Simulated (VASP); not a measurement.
**Mg: single point with PBEsol**

The system is Mg.

```xyz
2
Lattice="3.0084 0.0000 0.0000 -1.5042 2.6053 0.0000 0.0000 0.0000 4.9128" Properties=species:S:1:pos:R:3 pbc="T T T"
Mg    0.0000    1.7369    1.2282
Mg    1.5042    0.8684    3.6846
```

| Property | Result |
| --- | --- |
| Program | VASP 6.6.1 |
| Task | single point |
| Functional | PBEsol |
| Potentials or basis | VASP PAW PBE potentials, release 64 (Mg) |
| Cutoff | 520 eV |
| k mesh | 9 × 9 × 4 |
| Occupations | gaussian, width 0.1 eV |
| Spin | no spin polarisation |
| Dipole correction | no |
| Further INCAR settings | ALGO = Fast; EDIFF = 1e-06; NBANDS = 9 |

| Property | Result |
| --- | --- |
| Pressure | 8.1 GPa |
| Band gap on the k mesh | zero (band 2 reaches 4.52 eV, above the bottom of band 3 at 2.28 eV) |

Stress tensor (GPa, compression positive):
```
8.05 0.00 0.00
0.00 8.05 0.00
0.00 0.00 8.14
```

Levels at points of the mesh, in eV from the Fermi level:
```csv
k point,band 1,band 2,band 3,band 4,band 5,band 6,band 7
"(0.00, 0.00, 0.00)",-7.56,-1.85,-1.12,12.21,12.21,12.72,12.72
"(0.00, 0.00, 0.50)",-6.01,-6.01,5.65,5.65,12.97,12.97,12.97
```

Wall time 6.1 s on 1 thread of Intel(R) Xeon(R) Platinum 8559C (Emerald Rapids), with other jobs on the host, peak memory 0.15 GiB.

Caveat: the PAW data sets were made with another functional, which shifts forces and pressure a little.
